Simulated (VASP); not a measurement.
# CoSi (Pm-3m) in VASP: further runs, part 2 of 2

VASP 6.6.1.

## (5) Single point, LDA, collinear spin, ferromagnetic start (volume scaled by 1.02)

INCAR

```
PREC = Accurate ; ENCUT = 520
EDIFF = 1E-6 ; ISMEAR = -1
SIGMA = 0.05 ; LREAL = F
LASPH = T ; NELM = 150
ALGO = Normal ; ISIF = 2
LWAVE = F ; LCHARG = T
ISPIN = 2 ; MAGMOM = 2 0
LORBIT = 11 ; LMAXMIX = 4
GGA = CA ; LELF = T
LVHAR = T ; NBANDS = 18
```

KPOINTS

```
regular mesh
0
Gamma
  10 10 10
```

POSCAR

```
CoSi
1.0
    2.7997539673      0.0000000000      0.0000000000
    0.0000000000      2.7997539673      0.0000000000
    0.0000000000      0.0000000000      2.7997539673
Co Si
1 1
Direct
    0.0000000000      0.0000000000      0.0000000000
    0.5000000000      0.5000000000      0.5000000000
```

Potentials or basis: VASP PAW LDA potentials, release 64 (Co, Si).

Run with:

```bash
> cat potpaw_LDA.64/Co/POTCAR potpaw_LDA.64/Si/POTCAR > POTCAR
> mpirun -np 1 vasp_std > vasp.out
```

Run time: 27 s. Hardware: 1 thread of AMD EPYC 9R45 (Zen 5), shared host; peak memory 0.13 GiB.

It converged, with:

| Item | Value |
| --- | --- |
| Free energy | -15.1604 eV |
| Pressure | -15.7 GPa |
| Net moment | 0.37 μB per cell |
| Site moments | Co +0.37; Si +0.01 μB |
| Valence electrons inside the program's atomic spheres | Co 8.59; Si 1.57 |

Levels at points of the mesh, in eV from the Fermi level:
Spin up:
| k point | band 5 | band 6 | band 7 | band 8 | band 9 | band 10 |
| --- | --- | --- | --- | --- | --- | --- |
| (0.00, 0.00, 0.00) | -1.38 | -1.38 | 2.99 | 2.99 | 2.99 | 7.62 |
| (0.50, 0.00, 0.00) | -2.61 | -1.23 | -0.45 | 6.85 | 7.91 | 7.91 |
| (0.50, 0.50, 0.00) | -2.16 | -2.16 | -0.74 | 1.39 | 1.83 | 7.88 |
| (0.50, 0.50, 0.50) | -0.70 | -0.70 | 1.45 | 1.45 | 1.45 | 3.50 |
Spin down:
| k point | band 4 | band 5 | band 6 | band 7 | band 8 | band 9 |
| --- | --- | --- | --- | --- | --- | --- |
| (0.00, 0.00, 0.00) | -1.11 | -1.11 | -1.11 | 3.01 | 3.01 | 3.01 |
| (0.50, 0.00, 0.00) | -2.40 | -2.40 | -0.96 | -0.01 | 6.85 | 7.98 |
| (0.50, 0.50, 0.00) | -3.66 | -1.91 | -1.91 | -0.27 | 1.62 | 2.10 |
| (0.50, 0.50, 0.50) | -1.77 | -0.23 | -0.23 | 1.48 | 1.48 | 1.48 |

## (6) Single point, PBEsol, collinear spin, ferromagnetic start (volume scaled by 1.02)

INCAR

```
SYSTEM = CoSi
PREC = Accurate
ENCUT = 520
EDIFF = 1E-7
ISMEAR = -1
SIGMA = 0.05
LREAL = .False.
LASPH = .True.
NELM = 150
ALGO = Normal
ISIF = 2
LWAVE = .False.
LCHARG = .True.
ISPIN = 2
MAGMOM = 2 0
LORBIT = 11
LMAXMIX = 4
GGA = PS
LELF = .True.
LVHAR = .True.
NBANDS = 18
```

KPOINTS

```
Automatic mesh
0
Gamma
  10 10 10
  0 0 0
```

POSCAR is that of step 5.

Potentials or basis: VASP PAW PBE potentials, release 64 (Co, Si).

Run with:

```bash
> cat potpaw_PBE.64/Co/POTCAR potpaw_PBE.64/Si/POTCAR > POTCAR
> mpirun -np 1 vasp_std > vasp.out
```

OUTCAR:

```text
SYSTEM = CoSi
   PREC = Accurate
   ENCUT = 520
   EDIFF = 1E-7
   ISMEAR = -1
   LREAL = .False.
   LASPH = .True.
   NELM = 150
   ISIF = 2
   ISPIN = 2
   LORBIT = 11
   GGA = PS

 ion  position               nearest neighbor table
   1  0.000  0.000  0.000-   2 2.42   2 2.42   2 2.42   2 2.42   2 2.42   2 2.42   2 2.42   2 2.42

   2  0.500  0.500  0.500-   1 2.42   1 2.42   1 2.42   1 2.42   1 2.42   1 2.42   1 2.42   1 2.42

  LATTYP: Found a simple cubic cell.
 ALAT       =     2.7997539673

  Lattice vectors:

 A1 = (   2.7997539673,   0.0000000000,   0.0000000000)
 A2 = (   0.0000000000,   2.7997539673,   0.0000000000)
 A3 = (   0.0000000000,   0.0000000000,   2.7997539673)

Analysis of symmetry for initial positions (statically):
=====================================================================
 Subroutine PRICEL returns:
 Original cell was already a primitive cell.

 Routine SETGRP: Setting up the symmetry group for a
 simple cubic supercell.

 Subroutine GETGRP returns: Found 48 space group operations
[... 702 lines left out ...]
      5      11.2572      1.00000
      6      11.2572      1.00000
[... 493 lines left out ...]
     17      32.7097      0.00000
     18      37.7215      0.00000

 [... further k-points ...]

------------------------ aborting loop because EDIFF is reached ----------------------------------------

  FORCE on cell =-STRESS in cart. coord.  units (eV):
  Direction    XX          YY          ZZ          XY          YZ          ZX
  --------------------------------------------------------------------------------------
  -------------------------------------------------------------------------------------
  Total       -1.3973969     -1.3973969     -1.3973969      0.0000000     -0.0000000      0.0000000
  in kB     -102.0165813   -102.0165813   -102.0165813      0.0000000     -0.0000000      0.0000000
  external PRESSURE =    -102.0165813 kB  Pullay stress =       0.0000000 kB

 VOLUME and BASIS-vectors are now :
 -----------------------------------------------------------------------------
  energy-cutoff  :      520.00
  volume of cell :       21.95
      direct lattice vectors                 reciprocal lattice vectors
     2.799753967  0.000000000  0.000000000     0.357174242  0.000000000  0.000000000
     0.000000000  2.799753967  0.000000000     0.000000000  0.357174242  0.000000000
     0.000000000  0.000000000  2.799753967     0.000000000  0.000000000  0.357174242

 POSITION                                       TOTAL-FORCE (eV/Angst)
 -----------------------------------------------------------------------------------
      0.00000      0.00000      0.00000         0.000000      0.000000      0.000000
      1.39988      1.39988      1.39988         0.000000      0.000000      0.000000
 -----------------------------------------------------------------------------------
    total drift:                                0.000000      0.000000      0.000000

  FREE ENERGIE OF THE ION-ELECTRON SYSTEM (eV)
  ---------------------------------------------------
  free  energy   TOTEN  =       -14.5233446782 eV

  energy  without entropy=      -14.5081651303  energy(sigma->0) =      -14.51575490

 total charge

# of ion       s       p       d       tot
------------------------------------------
    1        0.433   0.570   7.566   8.569
    2        0.712   0.849   0.000   1.560
--------------------------------------------------
tot          1.144   1.419   7.566  10.129

 magnetization (x)

# of ion       s       p       d       tot
------------------------------------------
    1        0.007   0.001   0.527   0.536
    2        0.001   0.009   0.000   0.010
--------------------------------------------------
tot          0.008   0.010   0.527   0.546
```

It took 32 s on 1 thread of AMD EPYC 9R45 (Zen 5), shared host; peak memory 0.14 GiB.

What came out:

```yaml
Free_energy: -14.5233 eV
Pressure: -10.2 GPa
Net_moment: 0.53 μB per cell
Site_moments: Co +0.54; Si +0.01 μB
Valence_electrons_inside_the_program's_atomic_spheres: Co 8.57; Si 1.56
```

Levels at points of the mesh, in eV from the Fermi level:
Spin up:
```
           k point  band 3  band 4  band 5  band 6  band 7  band 8  band 9  band 10  band 11  band 12
(0.00, 0.00, 0.00)   -4.02   -1.54   -1.54   -1.54    2.92    2.92    2.92     7.41     7.41    11.60
(0.50, 0.00, 0.00)   -3.31   -2.76   -2.76   -1.40   -0.72    6.69    7.88     7.88     9.33     9.33
(0.50, 0.50, 0.00)   -5.18   -4.11   -2.31   -2.31   -1.03    1.26    1.62     7.92    13.31    14.39
(0.50, 0.50, 0.50)   -5.84   -1.78   -0.99   -0.99    1.29    1.29    1.29     3.35     3.35     3.35
```
Spin down:
| k point | band 3 | band 4 | band 5 | band 6 | band 7 | band 8 | band 9 | band 10 |
| --- | --- | --- | --- | --- | --- | --- | --- | --- |
| (0.00, 0.00, 0.00) | -3.47 | -1.16 | -1.16 | -1.16 | 2.94 | 2.94 | 2.94 | 7.65 |
| (0.50, 0.00, 0.00) | -2.66 | -2.45 | -2.45 | -1.01 | 0.05 | 6.69 | 7.97 | 7.97 |
| (0.50, 0.50, 0.00) | -5.17 | -3.71 | -1.97 | -1.97 | -0.20 | 1.59 | 2.07 | 7.92 |
| (0.50, 0.50, 0.50) | -5.70 | -1.77 | -0.16 | -0.16 | 1.32 | 1.32 | 1.32 | 3.61 |

Caveat: the PAW data sets were made with another functional, which shifts forces and pressure a little.

## (7) Summary

| level | potentials or basis | cell | gap on the mesh (eV) | pressure (GPa) | moment (μB) |
| --- | --- | --- | --- | --- | --- |
| PBEsol | VASP PAW PBE potentials, release 64 (Co, Si) | a = 2.763 Å, 2 atoms | none | -2.0 | 0.51 |
| LDA | VASP PAW LDA potentials, release 64 (Co, Si) | a = 2.781 Å, 2 atoms | none | -12.3 | 0.31 |
| PBEsol | VASP PAW PBE potentials, release 64 (Co, Si) | a = 2.781 Å, 2 atoms | none | -6.4 | 0.52 |
| LDA | VASP PAW LDA potentials, release 64 (Co, Si) | a = 2.800 Å, 2 atoms | none | -15.7 | 0.37 |
| PBEsol | VASP PAW PBE potentials, release 64 (Co, Si) | a = 2.800 Å, 2 atoms | none | -10.2 | 0.53 |

Alike in all rows: task single point; spin collinear, ferromagnetic start; k mesh 10 × 10 × 10; cutoff (eV) 520; smearing fermi-dirac 0.05 eV.

Caveats: the PAW data sets were made with another functional, which shifts forces and pressure a little (some runs).

Total energies depend on the potentials used, so only differences within one code and one set of settings carry meaning.
